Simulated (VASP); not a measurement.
Runs of VASP 6.6.1 on TaF3. The structure is that of space group Pm-3m (No. 221), or close to it. The cells are those of the table. 

```csv
cell,gap on the mesh (eV),pressure (GPa)
"a = 4.018, b = 4.018, c = 3.960 Å, 4 atoms",none,(a)
"a = 4.018, b = 4.018, c = 3.843 Å, 4 atoms",none,13.3
"a = 3.960, b = 3.960, c = 4.018 Å, 4 atoms",none,10.1
"a = 4.018, b = 4.018, c = 3.901 Å, 4 atoms",none,10.4
```

Alike in all rows: task single point; level PBEsol; potentials or basis VASP PAW PBE potentials, release 64 (Ta_pv, F); no spin polarisation; k mesh 12 × 12 × 12; cutoff (eV) 520; smearing gaussian 0.15 eV.

**Question.** Fill in the values left out.

**Answer.** (a) 7.9.

Caveats: the PAW data sets were made with another functional, which shifts forces and pressure a little; spin-orbit coupling is left out, which moves the levels of the heavy elements; the cell stands under pressure (at least some runs); the stress differs along the axes, from 7 to 25 GPa (at least some runs); the stress differs along the axes, from 7 to 12 GPa (at least some runs); the stress differs along the axes, from 7 to 18 GPa (at least some runs).

A k mesh can miss the band edges, and the runs leave out spin-orbit coupling on Ta.

A gap of «none» marks levels without a gap at the run's occupations.
